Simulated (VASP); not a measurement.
# W8C9F2 in VASP: notebook

W8C9F2 is run at these levels: PBEsol; tasks: single point.

Everything below comes from runs of VASP 6.6.1. Logs are shortened: lines on timing, memory, paths and dates and some standing lists are left out, and cuts for length are marked.

### Step 1. The cell of the first run

The cell holds a slab with vacuum, 19 atoms: a = 5.810 Å, b = 5.674 Å, c = 19.193 Å, α = 90.00°, β = 90.00°, γ = 90.00°.

### Step 2. Single point, PBEsol

The input, INCAR:

```
SYSTEM = W8C9F2
ALGO = Normal
EDIFF = 1E-6
ENCUT = 520
GGA = PS
ISIF = 2
ISMEAR = -1
LASPH = .True.
LCHARG = .False.
LREAL = Auto
LWAVE = .False.
NBANDS = 96
NELM = 60
PREC = Accurate
SIGMA = 0.1
```

The input, KPOINTS:

```
k-points
0
Gamma
  3 3 1
  0 0 0
```

The input, POSCAR:

```
W8C9F2
1.0
    5.8102400000      0.0000000000      0.0000000000
    0.0000000000      5.6737800000      0.0000000000
    0.0000000000      0.0000000000     19.1931800000
W C F
8 9 2
Direct
    0.0000000000      0.0000000000      0.0521018403
    0.2504715812      0.0043357338      0.1834088984
    0.0000000000      0.5000017625      0.0521018403
    0.2508158011      0.4956307788      0.1842373176
    0.4999965578      0.0000000000      0.0521018403
    0.7479209120      0.0001409995      0.1835078919
    0.4999965578      0.5000017625      0.0521018403
    0.7462514457      0.4989442664      0.1865506393
   -0.0164881313      0.2523538100      0.1451974087
    0.2165315030      0.2497453197      0.2677721982
    0.0051288759      0.7464335945      0.1531794106
    0.4023758055      0.7532544441      0.2500888336
    0.4961757174      0.2531293071      0.1340788759
    0.6494396101      0.2238366662      0.2786302218
    0.5101854657      0.7460458460      0.1406228671
    0.7696239742      0.7727652464      0.2707003217
    0.6441558352      0.1021364945      0.3402562785
    0.8037361624      0.1112133357      0.3878408893
    0.4477267720      0.0872434250      0.3798172059
```

Potentials or basis: VASP PAW PBE potentials, release 64 (W_sv, C, F).

Launch:

```sh
$ cat potpaw_PBE.64/W_sv/POTCAR potpaw_PBE.64/C/POTCAR potpaw_PBE.64/F/POTCAR > POTCAR
$ mpirun -np 1 vasp_std > vasp.out
```

OUTCAR:

```text
SYSTEM = W8C9F2
   EDIFF = 1E-6
   ENCUT = 520
   GGA = PS
   ISIF = 2
   ISMEAR = -1
   LASPH = .True.
   LREAL = Auto
   NELM = 60
   PREC = Accurate

 ion  position               nearest neighbor table
   1  0.000  0.000  0.052-   9 2.29  11 2.42   3 2.84   3 2.84   5 2.91   5 2.91   2 2.91   6 2.92

   2  0.250  0.004  0.183-  12 2.11  11 2.12  10 2.14   9 2.22  13 2.22  15 2.26   4 2.79   4 2.89
                             6 2.89   5 2.91   1 2.91   6 2.92
   3  0.000  0.500  0.052-   9 2.28  11 2.39   1 2.84   1 2.84   7 2.91   7 2.91   4 2.93   8 2.97

   4  0.251  0.496  0.184-  11 2.10  12 2.12  10 2.13  13 2.20   9 2.21  15 2.23   2 2.79   8 2.88
                             2 2.89   7 2.92   3 2.93   8 2.93
   5  0.500  0.000  0.052-  13 2.13  15 2.23   7 2.84   7 2.84   6 2.90   1 2.91   1 2.91   2 2.91

   6  0.748  0.000  0.184-   9 2.11  16 2.12  11 2.16  15 2.16  13 2.26  14 2.30  12 2.76   8 2.83
                             8 2.84   2 2.89   5 2.90   1 2.92   2 2.92
   7  0.500  0.500  0.052-  13 2.11  15 2.20   5 2.84   5 2.84   3 2.91   3 2.91   4 2.92   8 2.95

   8  0.746  0.499  0.187-   9 2.12  15 2.15  11 2.16  16 2.25  13 2.25  14 2.42  12 2.75   6 2.83
                             6 2.84   4 2.88   4 2.93   7 2.95   3 2.97
   9  0.984  0.252  0.145-   6 2.11   8 2.12   4 2.21   2 2.22   3 2.28   1 2.29
  10  0.217  0.250  0.268-   4 2.13   2 2.14
  11  0.005  0.746  0.153-   4 2.10   2 2.12   6 2.16   8 2.16   3 2.39   1 2.42
  12  0.402  0.753  0.250-   2 2.11   4 2.12   8 2.75   6 2.76
  13  0.496  0.253  0.134-   7 2.11   5 2.13   4 2.20   2 2.22   8 2.25   6 2.26
  14  0.649  0.224  0.279-  17 1.37   6 2.30   8 2.42
  15  0.510  0.746  0.141-   8 2.15   6 2.16   7 2.20   5 2.23   4 2.23   2 2.26
  16  0.770  0.773  0.271-   6 2.12   8 2.25
  17  0.644  0.102  0.340-  18 1.30  14 1.37  19 1.37
  18  0.804  0.111  0.388-  17 1.30
  19  0.448  0.087  0.380-  17 1.37

  LATTYP: Found a simple orthorhombic cell.
 ALAT       =     5.6737800000
 B/A-ratio  =     1.0240509854
 C/A-ratio  =     3.3827853741

  Lattice vectors:

 A1 = (   0.0000000000,  -5.6737800000,   0.0000000000)
 A2 = (   5.8102400000,   0.0000000000,   0.0000000000)
 A3 = (   0.0000000000,   0.0000000000,  19.1931800000)

Analysis of symmetry for initial positions (statically):
=====================================================================
 Subroutine PRICEL returns:
 Original cell was already a primitive cell.

 Routine SETGRP: Setting up the symmetry group for a
 simple orthorhombic supercell.

 Subroutine GETGRP returns: Found  1 space group operations
 (whereof  1 operations were pure point group operations)
 out of a pool of  8 trial point group operations.

The static configuration has the point symmetry C_1 .

Analysis of symmetry for dynamics (positions and initial velocities):
=====================================================================
 Subroutine PRICEL returns:
 Original cell was already a primitive cell.

 Routine SETGRP: Setting up the symmetry group for a
 simple orthorhombic supercell.

 Subroutine GETGRP returns: Found  1 space group operations
 (whereof  1 operations were pure point group operations)
 out of a pool of  8 trial point group operations.

The dynamic configuration has the point symmetry C_1 .

 Subroutine INISYM returns: Found  1 space group operations
 (whereof  1 operations are pure point group operations),
 and found     1 'primitive' translations

----------------------------------------------------------------------------------------

                                     Primitive cell

  volume of cell :     632.7228

  direct lattice vectors                    reciprocal lattice vectors
     5.810240000  0.000000000  0.000000000     0.172109930  0.000000000  0.000000000
     0.000000000  5.673780000  0.000000000     0.000000000  0.176249343  0.000000000
     0.000000000  0.000000000 19.193180000     0.000000000  0.000000000  0.052101840

  length of vectors
     5.810240000  5.673780000 19.193180000     0.172109930  0.176249343  0.052101840

  position of ions in fractional coordinates (direct lattice)
     0.000000000  0.000000000  0.052101840
     0.250471581  0.004335734  0.183408898
     0.000000000  0.500001762  0.052101840
     0.250815801  0.495630779  0.184237318
     0.499996558  0.000000000  0.052101840
     0.747920912  0.000140999  0.183507892
[... 11 lines left out ...]
     0.803736162  0.111213336  0.387840889
     0.447726772  0.087243425  0.379817206

  ion indices of the primitive-cell ions
   primitive index   ion index
                 1           1
                 2           2
                 3           3
                 4           4
                 5           5
                 6           6
[... 11 lines left out ...]
                18          18
                19          19

----------------------------------------------------------------------------------------

 KPOINTS: k-points

Automatic generation of k-mesh.
 Grid dimensions read from file:
 generate k-points for:    3    3    1

 Generating k-lattice:

  Cartesian coordinates                     Fractional coordinates (reciprocal lattice)
     0.057369977  0.000000000  0.000000000     0.333333333  0.000000000  0.000000000
     0.000000000  0.058749781  0.000000000     0.000000000  0.333333333  0.000000000
     0.000000000  0.000000000  0.052101840     0.000000000  0.000000000  1.000000000

  Length of vectors
     0.057369977  0.058749781  0.052101840

  Shift w.r.t. Gamma in fractional coordinates (k-lattice)
     0.000000000  0.000000000  0.000000000

 Subroutine IBZKPT returns following result:
 ===========================================

 Found      5 irreducible k-points:

 Following reciprocal coordinates:
            Coordinates               Weight
  0.000000  0.000000  0.000000      1.000000
  0.333333  0.000000  0.000000      2.000000
  0.000000  0.333333  0.000000      2.000000
  0.333333  0.333333  0.000000      2.000000
 -0.333333  0.333333  0.000000      2.000000
   k-points           NKPTS =      5   k-points in BZ     NKDIM =      5   number of bands    NBANDS=     96
   number of dos      NEDOS =    301   number of ions     NIONS =     19
   total plane-waves  NPLWV = 290304
   dimension x,y,z NGX =    48 NGY =   42 NGZ =  144
   dimension x,y,z NGXF=    96 NGYF=   84 NGZF=  288
   ions per type =               8   9   2
   NGX,Y,Z   is equivalent  to a cutoff of  13.73, 12.31, 12.47 a.u.
   NGXF,Y,Z  is equivalent  to a cutoff of  27.47, 24.61, 24.95 a.u.
 SYSTEM =  W8C9F2
   PREC   = accura    normal or accurate (medium, high low for compatibility)
   ISTART =      0    job   : 0-new  1-cont  2-samecut
   ICHARG =      2    charge: 1-file 2-atom 10-const
   ISPIN  =      1    spin polarized calculation?
   LNONCOLLINEAR =      F non collinear calculations
   LSORBIT =      F    spin-orbit coupling
   LASPH  =      T    aspherical Exc in radial PAW
   ENCUT  =  520.0 eV  38.22 Ry    6.18 a.u.  10.80 10.55 35.69*2*pi/ulx,y,z
   NELM   =     60;   NELMIN=  2; NELMDL= -5     # of ELM steps
   EDIFF  = 0.1E-05   stopping-criterion for ELM
   LREAL  =      T    real-space projection
   EDIFFG = 0.1E-04   stopping-criterion for IOM
   NSW    =      0    number of steps for IOM
   IBRION =     -1    ionic relax: 0-MD 1-quasi-New 2-CG
   NFREE  =      0    steps in history (QN), initial steepest desc. (CG)
   ISIF   =      2    stress and relaxation
   ISYM   =      2    0-nonsym 1-usesym 2-fastsym
   POTIM  = 0.5000    time-step for ionic-motion
   TEBEG  =    0.0;   TEEND  =   0.0 temperature during run
   PSTRESS=    0.0 pullay stress
   NELECT =     162.0000    total number of electrons
   NUPDOWN=      -1.0000    fix difference up-down
   EMIN   =  10.00;   EMAX   =-10.00  energy-range for DOS
   EFERMI =   0.00;   METHOD = LEGACY
   ISMEAR =    -1;   SIGMA  =   0.10  broadening in eV -4-tet -1-fermi 0-gaus
   EFERMI_NEDOS =   21; number of points for ismear=-14 and -15
   IALGO  =     38    algorithm
   IMIX   =      4    mixing-type and parameters
     AMIX     =   0.40;   BMIX     =  1.00
     AMIX_MAG =   1.60;   BMIX_MAG =  1.00
  volume/ion in A,a.u.               =      33.30       224.73
  Fermi-wavevector in a.u.,A,eV,Ry     =   1.039542  1.964449 14.703100  1.080647
  Thomas-Fermi vector in A             =   2.174077
   LORBIT       =      0    0 simple, 1 ext, 2 COOP (PROOUT), +10 PAW based schemes
   GGA     = PS    functional components
   LHFCALC =     F    Hartree Fock is set to
   AEXX    =    0.0000 exact exchange contribution
   IVDW    =     0    specifies the selected vdW correction
   LEPSILON=     F    determine dielectric tensor
   LRPA    =     F    only Hartree local field effects (RPA)
 non-spin polarized calculation
  energy-cutoff  :      520.00
  volume of cell :      632.72
 maximum number of plane-waves:     17084
 NGX is ok and might be reduce to    48
   NGX = 21   NGY = 21   NGZ = 71

 number of electron     162.0000000 magnetization

 Free energy of the ion-electron system (eV)
  ---------------------------------------------------
  ext. energy  EPLUGINS =         0.00000000
  ---------------------------------------------------
  free energy    TOTEN  =      -179.38390395 eV

  energy without entropy =     -179.04179400  energy(sigma->0) =     -179.21284898

 E-fermi :  -0.6502     XC(G=0):  -5.4236

 val. band max:       -0.6664904904   @ k =   0.3333   0.3333   0.0000
 cond. band min:      -0.6244585808   @ k =   0.3333   0.0000   0.0000
 fundamental gap:      0.0420319096
 Fermi energy:        -0.6502426887

 k-point     1 :       0.0000    0.0000    0.0000
  band No.  band energies     occupation
      1     -75.1200      2.00000
      2     -75.0698      2.00000
      3     -75.0264      2.00000
      4     -75.0021      2.00000
      5     -74.9633      2.00000
      6     -74.8939      2.00000
[... 85 lines left out ...]
     92       1.4973      0.00000
     93       1.8332      0.00000

 k-point     2 :       0.3333    0.0000    0.0000
  band No.  band energies     occupation
      1     -75.1193      2.00000
      2     -75.0679      2.00000
      3     -75.0240      2.00000
      4     -75.0043      2.00000
      5     -74.9656      2.00000
      6     -74.8897      2.00000
[... 85 lines left out ...]
     92       1.1453      0.00000
     93       1.1991      0.00000

 k-point     3 :       0.0000    0.3333    0.0000
  band No.  band energies     occupation
      1     -75.1188      2.00000
      2     -75.0628      2.00000
      3     -75.0334      2.00000
      4     -74.9933      2.00000
      5     -74.9722      2.00000
      6     -74.8916      2.00000
[... 85 lines left out ...]
     92       1.2625      0.00000
     93       1.4734      0.00000

 k-point     4 :       0.3333    0.3333    0.0000
  band No.  band energies     occupation
      1     -75.1181      2.00000
      2     -75.0611      2.00000
      3     -75.0309      2.00000
      4     -74.9954      2.00000
      5     -74.9746      2.00000
      6     -74.8866      2.00000
[... 85 lines left out ...]
     92       0.7259      0.00000
     93       0.9088      0.00000

 k-point     5 :      -0.3333    0.3333    0.0000
  band No.  band energies     occupation
      1     -75.1181      2.00000
      2     -75.0611      2.00000
      3     -75.0309      2.00000
      4     -74.9954      2.00000
      5     -74.9746      2.00000
      6     -74.8866      2.00000
[... 85 lines left out ...]
     92       0.7739      0.00000
     93       0.8691      0.00000
 [bands above 93 left out]

------------------------ aborting loop because EDIFF is reached ----------------------------------------

  FORCE on cell =-STRESS in cart. coord.  units (eV):
  Direction    XX          YY          ZZ          XY          YZ          ZX
  --------------------------------------------------------------------------------------
  -------------------------------------------------------------------------------------
  Total      -29.9469329    -22.9364612    -24.3737785     -0.4757472     -1.5573083      4.6681255
  in kB      -75.8314625    -58.0795838    -61.7191508     -1.2046844     -3.9434078     11.8206022
  external PRESSURE =     -65.2100657 kB  Pullay stress =       0.0000000 kB

 VOLUME and BASIS-vectors are now :
 -----------------------------------------------------------------------------
  energy-cutoff  :      520.00
  volume of cell :      632.72
      direct lattice vectors                 reciprocal lattice vectors
     5.810240000  0.000000000  0.000000000     0.172109930  0.000000000  0.000000000
     0.000000000  5.673780000  0.000000000     0.000000000  0.176249343  0.000000000
     0.000000000  0.000000000 19.193180000     0.000000000  0.000000000  0.052101840

 POSITION                                       TOTAL-FORCE (eV/Angst)
 -----------------------------------------------------------------------------------
      0.00000      0.00000      1.00000         0.114205      0.167582      1.604906
      1.45530      0.02460      3.52020         0.211773      0.436225      1.558847
      0.00000      2.83690      1.00000        -0.089560     -0.146501      1.952434
      1.45730      2.81210      3.53610         0.228844     -0.258114      1.354591
      2.90510      0.00000      1.00000        -0.091898     -0.138708      0.929203
      4.34560      0.00080      3.52210        -1.052563      0.101074      2.236416
[... 11 lines left out ...]
      4.66990      0.63100      7.44390         1.591922     -0.579384      0.064328
      2.60140      0.49500      7.28990         0.417388     -0.719569     -1.267617
 -----------------------------------------------------------------------------------
    total drift:                                0.014853      0.016065      0.011130

  FREE ENERGIE OF THE ION-ELECTRON SYSTEM (eV)
  ---------------------------------------------------
  free  energy   TOTEN  =      -179.3839039510 eV

  energy  without entropy=     -179.0417940019  energy(sigma->0) =     -179.21284898
```

Wall time 12 min (1 thread of Intel Xeon Platinum 8259CL at 2.50GHz (Skylake/Cascade Lake), shared host); peak memory 0.7 GiB.

Results:

| Item | Value |
| --- | --- |
| Free energy | -179.3839 eV |
| Largest force | 3.432 eV/Å |
| Band gap on the k mesh | zero (bands 81 and 82 overlap by 0.10 eV) |

Forces in eV/Å, atoms in the order of the input:
```
W    0.114  0.168  1.605
W    0.212  0.436  1.559
W   -0.090 -0.147  1.952
W    0.229 -0.258  1.355
W   -0.092 -0.139  0.929
W   -1.053  0.101  2.236
W   -0.021  0.105  1.069
W   -0.617  0.479  2.521
C    0.240 -0.061 -1.777
C    0.981 -0.043 -2.456
C   -0.099 -0.069 -2.214
C    2.827 -0.353 -1.370
C   -0.566 -0.096  0.202
C   -0.714  0.017 -3.357
C    0.080  0.227 -1.276
C   -2.089 -0.806 -1.448
C   -1.353  1.738  1.673
F    1.592 -0.579  0.064
F    0.417 -0.720 -1.268
```

Caveat: the k points lie up to 0.37 Å⁻¹ apart; there is no dipole correction, which matters where the two faces differ; the PAW data sets were made with another functional, which shifts forces and pressure a little; spin-orbit coupling is left out, which moves the levels of the heavy elements.

(Part 1 of 2 ends here.)

The gap in the log of VASP goes by the Fermi energy; the results here count the filled bands.